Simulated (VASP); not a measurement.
# BW5 (P6/mmm) in VASP: single point with PBE

Aim: the single point of BW5 with PBE.

All numbers are computed with VASP 6.6.1; they aren't measurements. Logs are shortened: lines on timing, memory, paths and dates and some standing lists are left out, and cuts for length are marked.

**1. The cell of the first run**

It takes space group P6/mmm (No. 191, hexagonal). The conventional cell has a = 4.365 Å, b = 4.365 Å, c = 5.925 Å, α = 90.00°, β = 90.00°, γ = 120.00°. Within 3.9 Å of B (site symmetry 6/mmm) lie 14 W at 2.96 to 3.07 Å. W (site symmetry 3m) has 7 W at 2.42 to 2.80 Å and 3 B at 3.07 Å within 3.2 Å. W (site symmetry 6/mmm) has 12 W at 2.80 Å and 2 B at 2.96 Å within 3.7 Å.

The cell was built from a structure type or drawn by symmetry, and may not be a known phase.

**2. Single point, PBE**

Input file INCAR:

```
SYSTEM = BW5
PREC = Accurate ; ENCUT = 520
EDIFF = 1E-6 ; ISMEAR = 0
SIGMA = 0.1 ; LREAL = .FALSE.
LASPH = .TRUE. ; NELM = 60
ALGO = Normal ; ISIF = 2
LWAVE = .FALSE. ; LCHARG = .FALSE.
GGA = PE ; NBANDS = 46
```

Input file KPOINTS:

```
regular mesh
0
G
  6 6 4
  0 0 0
```

Input file POSCAR:

```
BW5
1.0
    4.3650489300      0.0000000000      0.0000000000
   -2.1825244600      3.7802432600      0.0000000000
    0.0000000000      0.0000000000      5.9253390400
B W
1 5
Direct
    0.0000000000      0.0000000000      0.5000000000
    0.6666666700      0.3333333300      0.7959949400
    0.0000000000      0.0000000000      0.0000000000
    0.6666666700      0.3333333300      0.2040050600
    0.3333333300      0.6666666700      0.2040050600
    0.3333333300      0.6666666700      0.7959949400
```

Potentials or basis: VASP PAW PBE potentials, release 64 (B, W_sv).

Run with:

```console
> cat potpaw_PBE.64/B/POTCAR potpaw_PBE.64/W_sv/POTCAR > POTCAR
> mpirun -np 1 vasp_std > vasp.out
```

OUTCAR:

```text
SYSTEM = BW5
   PREC = Accurate
   ENCUT = 520
   EDIFF = 1E-6
   ISMEAR = 0
   LREAL = .FALSE.
   LASPH = .TRUE.
   NELM = 60
   ISIF = 2
   GGA = PE

 ion  position               nearest neighbor table
   1  0.000  0.000  0.500-
   2  0.667  0.333  0.796-   4 2.42   6 2.52   6 2.52   6 2.52   3 2.80   3 2.80   3 2.80
   3  0.000  0.000  0.000-   2 2.80   4 2.80   5 2.80   6 2.80   5 2.80   6 2.80   2 2.80   4 2.80
                             2 2.80   4 2.80   5 2.80   6 2.80
   4  0.667  0.333  0.204-   2 2.42   5 2.52   5 2.52   5 2.52   3 2.80   3 2.80   3 2.80
   5  0.333  0.667  0.204-   6 2.42   4 2.52   4 2.52   4 2.52   3 2.80   3 2.80   3 2.80
   6  0.333  0.667  0.796-   5 2.42   2 2.52   2 2.52   2 2.52   3 2.80   3 2.80   3 2.80

  LATTYP: Found a hexagonal cell.
 ALAT       =     4.3650489300
 C/A-ratio  =     1.3574507720

  Lattice vectors:

 A1 = (   4.3650489300,   0.0000000000,   0.0000000000)
 A2 = (  -2.1825244600,   3.7802432600,   0.0000000000)
 A3 = (   0.0000000000,   0.0000000000,   5.9253390400)

Analysis of symmetry for initial positions (statically):
=====================================================================
 Subroutine PRICEL returns:
 Original cell was already a primitive cell.

 Routine SETGRP: Setting up the symmetry group for a
 hexagonal supercell.

 Subroutine GETGRP returns: Found 24 space group operations
 (whereof 24 operations were pure point group operations)
 out of a pool of 24 trial point group operations.

The static configuration has the point symmetry D_6h.

Analysis of symmetry for dynamics (positions and initial velocities):
=====================================================================
 Subroutine PRICEL returns:
 Original cell was already a primitive cell.

 Routine SETGRP: Setting up the symmetry group for a
 hexagonal supercell.

 Subroutine GETGRP returns: Found 24 space group operations
 (whereof 24 operations were pure point group operations)
 out of a pool of 24 trial point group operations.

The dynamic configuration has the point symmetry D_6h.

 Subroutine INISYM returns: Found 24 space group operations
 (whereof 24 operations are pure point group operations),
 and found     1 'primitive' translations

----------------------------------------------------------------------------------------

                                     Primitive cell

  volume of cell :      97.7737

  direct lattice vectors                    reciprocal lattice vectors
     4.365048930  0.000000000  0.000000000     0.229092506  0.132266620  0.000000000
    -2.182524460  3.780243260  0.000000000     0.000000000  0.264533241  0.000000000
     0.000000000  0.000000000  5.925339040     0.000000000  0.000000000  0.168766714

  length of vectors
     4.365048930  4.365048926  5.925339040     0.264533240  0.264533241  0.168766714

  position of ions in fractional coordinates (direct lattice)
     0.000000000  0.000000000  0.500000000
     0.666666670  0.333333330  0.795994940
     0.000000000  0.000000000  0.000000000
     0.666666670  0.333333330  0.204005060
     0.333333330  0.666666670  0.204005060
     0.333333330  0.666666670  0.795994940

  ion indices of the primitive-cell ions
   primitive index   ion index
                 1           1
                 2           2
                 3           3
                 4           4
                 5           5
                 6           6

----------------------------------------------------------------------------------------

 KPOINTS: regular mesh

Automatic generation of k-mesh.
 Grid dimensions read from file:
 generate k-points for:    6    6    4

 Generating k-lattice:

  Cartesian coordinates                     Fractional coordinates (reciprocal lattice)
     0.038182084  0.022044437  0.000000000     0.166666667  0.000000000  0.000000000
     0.000000000  0.044088873  0.000000000     0.000000000  0.166666667  0.000000000
     0.000000000  0.000000000  0.042191679     0.000000000  0.000000000  0.250000000

  Length of vectors
     0.044088873  0.044088873  0.042191679

  Shift w.r.t. Gamma in fractional coordinates (k-lattice)
     0.000000000  0.000000000  0.000000000

 Subroutine IBZKPT returns following result:
 ===========================================

 Found     21 irreducible k-points:

 Following reciprocal coordinates:
            Coordinates               Weight
  0.000000  0.000000  0.000000      1.000000
  0.166667  0.000000  0.000000      6.000000
  0.333333  0.000000  0.000000      6.000000
  0.500000 -0.000000  0.000000      3.000000
  0.166667  0.166667  0.000000      6.000000
  0.333333  0.166667  0.000000     12.000000
[... 13 lines left out ...]
  0.333333  0.166667  0.500000     12.000000
  0.333333  0.333333  0.500000      2.000000
   k-points           NKPTS =     21   k-points in BZ     NKDIM =     21   number of bands    NBANDS=     46
   number of dos      NEDOS =    301   number of ions     NIONS =      6
   total plane-waves  NPLWV =  49152
   dimension x,y,z NGX =    32 NGY =   32 NGZ =   48
   dimension x,y,z NGXF=    64 NGYF=   64 NGZF=   96
   ions per type =               1   5
   NGX,Y,Z   is equivalent  to a cutoff of  12.19, 12.19, 13.47 a.u.
   NGXF,Y,Z  is equivalent  to a cutoff of  24.37, 24.37, 26.93 a.u.
 SYSTEM =  BW5
   PREC   = accura    normal or accurate (medium, high low for compatibility)
   ISTART =      0    job   : 0-new  1-cont  2-samecut
   ICHARG =      2    charge: 1-file 2-atom 10-const
   ISPIN  =      1    spin polarized calculation?
   LNONCOLLINEAR =      F non collinear calculations
   LSORBIT =      F    spin-orbit coupling
   LASPH  =      T    aspherical Exc in radial PAW
   ENCUT  =  520.0 eV  38.22 Ry    6.18 a.u.   8.12  8.12 11.02*2*pi/ulx,y,z
   NELM   =     60;   NELMIN=  2; NELMDL= -5     # of ELM steps
   EDIFF  = 0.1E-05   stopping-criterion for ELM
   LREAL  =      F    real-space projection
   EDIFFG = 0.1E-04   stopping-criterion for IOM
   NSW    =      0    number of steps for IOM
   IBRION =     -1    ionic relax: 0-MD 1-quasi-New 2-CG
   NFREE  =      0    steps in history (QN), initial steepest desc. (CG)
   ISIF   =      2    stress and relaxation
   ISYM   =      2    0-nonsym 1-usesym 2-fastsym
   POTIM  = 0.5000    time-step for ionic-motion
   TEBEG  =    0.0;   TEEND  =   0.0 temperature during run
   PSTRESS=    0.0 pullay stress
   NELECT =      73.0000    total number of electrons
   NUPDOWN=      -1.0000    fix difference up-down
   EMIN   =  10.00;   EMAX   =-10.00  energy-range for DOS
   EFERMI =   0.00;   METHOD = LEGACY
   ISMEAR =     0;   SIGMA  =   0.10  broadening in eV -4-tet -1-fermi 0-gaus
   EFERMI_NEDOS =   21; number of points for ismear=-14 and -15
   IALGO  =     38    algorithm
   IMIX   =      4    mixing-type and parameters
     AMIX     =   0.40;   BMIX     =  1.00
     AMIX_MAG =   1.60;   BMIX_MAG =  1.00
  volume/ion in A,a.u.               =      16.30       109.97
  Fermi-wavevector in a.u.,A,eV,Ry     =   1.485166  2.806557 30.010629  2.205719
  Thomas-Fermi vector in A             =   2.598612
   LORBIT       =      0    0 simple, 1 ext, 2 COOP (PROOUT), +10 PAW based schemes
   GGA     = PE    functional components
   LHFCALC =     F    Hartree Fock is set to
   AEXX    =    0.0000 exact exchange contribution
   IVDW    =     0    specifies the selected vdW correction
   LEPSILON=     F    determine dielectric tensor
   LRPA    =     F    only Hartree local field effects (RPA)
 non-spin polarized calculation
 Gauss-broadening in eV      SIGMA  =   0.10
  energy-cutoff  :      520.00
  volume of cell :       97.77
 maximum number of plane-waves:      2642
   NGX = 17   NGY = 17   NGZ = 23

 number of electron      72.9999995 magnetization

 Free energy of the ion-electron system (eV)
  ---------------------------------------------------
  ext. energy  EPLUGINS =         0.00000000
  ---------------------------------------------------
  free energy    TOTEN  =       -62.61125717 eV

  energy without entropy =      -62.59164788  energy(sigma->0) =      -62.60145252

 E-fermi :   9.5219     XC(G=0): -12.6183

 val. band max:        9.5088063351   @ k =   0.5000  -0.0000   0.0000
 cond. band min:       9.5249388634   @ k =   0.1667   0.0000   0.5000
 fundamental gap:      0.0161325283
 Fermi energy:         9.5219171243

 k-point     1 :       0.0000    0.0000    0.0000
  band No.  band energies     occupation
      1     -64.9846      2.00000
      2     -64.4237      2.00000
      3     -64.3007      2.00000
      4     -64.1871      2.00000
      5     -64.0594      2.00000
      6     -29.4683      2.00000
[... 38 lines left out ...]
     45      12.1858      0.00000
     46      12.1858      0.00000

 k-point     2 :       0.1667    0.0000    0.0000
  band No.  band energies     occupation
      1     -64.9825      2.00000
      2     -64.4116      2.00000
      3     -64.2867      2.00000
      4     -64.2018      2.00000
      5     -64.0739      2.00000
      6     -29.5638      2.00000
[... 38 lines left out ...]
     45      12.6124      0.00000
     46      12.9753      0.00000

 k-point     3 :       0.3333    0.0000    0.0000
  band No.  band energies     occupation
      1     -64.9785      2.00000
      2     -64.3790      2.00000
      3     -64.2503      2.00000
      4     -64.2395      2.00000
      5     -64.1111      2.00000
      6     -29.6808      2.00000
[... 38 lines left out ...]
     45      12.1795      0.00000
     46      12.9590      0.00000

 k-point     4 :       0.5000   -0.0000    0.0000
  band No.  band energies     occupation
      1     -64.9766      2.00000
      2     -64.3518      2.00000
      3     -64.2690      2.00000
      4     -64.2212      2.00000
      5     -64.1407      2.00000
      6     -29.7391      2.00000
[... 773 lines left out ...]
     45      12.0515      0.00000
     46      12.2409      0.00000

 k-point    20 :       0.3333    0.1667    0.5000
  band No.  band energies     occupation
      1     -64.9767      2.00000
      2     -64.3503      2.00000
      3     -64.2688      2.00000
      4     -64.2220      2.00000
      5     -64.1416      2.00000
      6     -29.6643      2.00000
[... 38 lines left out ...]
     45      12.2232      0.00000
     46      12.8329      0.00000

 k-point    21 :       0.3333    0.3333    0.5000
  band No.  band energies     occupation
      1     -64.9758      2.00000
      2     -64.3101      2.00000
      3     -64.3101      2.00000
      4     -64.1819      2.00000
      5     -64.1819      2.00000
      6     -29.6236      2.00000
[... 38 lines left out ...]
     45      12.1581      0.00000
     46      12.1581      0.00000

------------------------ aborting loop because EDIFF is reached ----------------------------------------

  FORCE on cell =-STRESS in cart. coord.  units (eV):
  Direction    XX          YY          ZZ          XY          YZ          ZX
  --------------------------------------------------------------------------------------
  -------------------------------------------------------------------------------------
  Total       16.2920994     16.2920994     -2.5827979      0.0000000      0.0000000      0.0000000
  in kB      266.9719074    266.9719071    -42.3232436      0.0000004      0.0000000      0.0000000
  external PRESSURE =     163.8735237 kB  Pullay stress =       0.0000000 kB

 VOLUME and BASIS-vectors are now :
 -----------------------------------------------------------------------------
  energy-cutoff  :      520.00
  volume of cell :       97.77
      direct lattice vectors                 reciprocal lattice vectors
     4.365048930  0.000000000  0.000000000     0.229092506  0.132266620  0.000000000
    -2.182524460  3.780243260  0.000000000     0.000000000  0.264533241  0.000000000
     0.000000000  0.000000000  5.925339040     0.000000000  0.000000000  0.168766714

 POSITION                                       TOTAL-FORCE (eV/Angst)
 -----------------------------------------------------------------------------------
      0.00000      0.00000      2.96267         0.000000     -0.000000      0.000000
      2.18252      1.26008      4.71654         0.000000      0.000000     -3.695614
      0.00000      0.00000      0.00000        -0.000000     -0.000000      0.000000
      2.18252      1.26008      1.20880        -0.000000      0.000000      3.695614
     -0.00000      2.52016      1.20880         0.000000     -0.000000      3.695614
     -0.00000      2.52016      4.71654         0.000000     -0.000000     -3.695614
 -----------------------------------------------------------------------------------
    total drift:                               -0.000000      0.000000      0.000000

  FREE ENERGIE OF THE ION-ELECTRON SYSTEM (eV)
  ---------------------------------------------------
  free  energy   TOTEN  =       -62.6112571697 eV

  energy  without entropy=      -62.5916478796  energy(sigma->0) =      -62.60145252
```

Wall time 71 s (1 thread of Intel Xeon Platinum 8259CL at 2.50GHz (Skylake/Cascade Lake), shared host); peak memory 0.24 GiB.

What came out:

```
Free energy            : -62.6113 eV
Pressure               : 16.4 GPa
Largest force          : 3.696 eV/Å
Band gap on the k mesh : zero (an odd number of electrons rules out a gap without spin polarisation)
```

Forces in eV/Å, atoms in the order of the input:
```
B    0.000  0.000  0.000
W    0.000  0.000 -3.696
W    0.000  0.000  0.000
W    0.000  0.000  3.696
W    0.000  0.000  3.696
W    0.000  0.000 -3.696
```

Stress tensor (GPa, compression positive):
```
26.70  0.00  0.00
 0.00 26.70  0.00
 0.00  0.00 -4.23
```

Caveat: the cell stands under pressure; spin-orbit coupling is left out, which moves the levels of the heavy elements; forces of over 1 eV/Å act on the atoms, so gaps and moduli don't describe the material at rest.
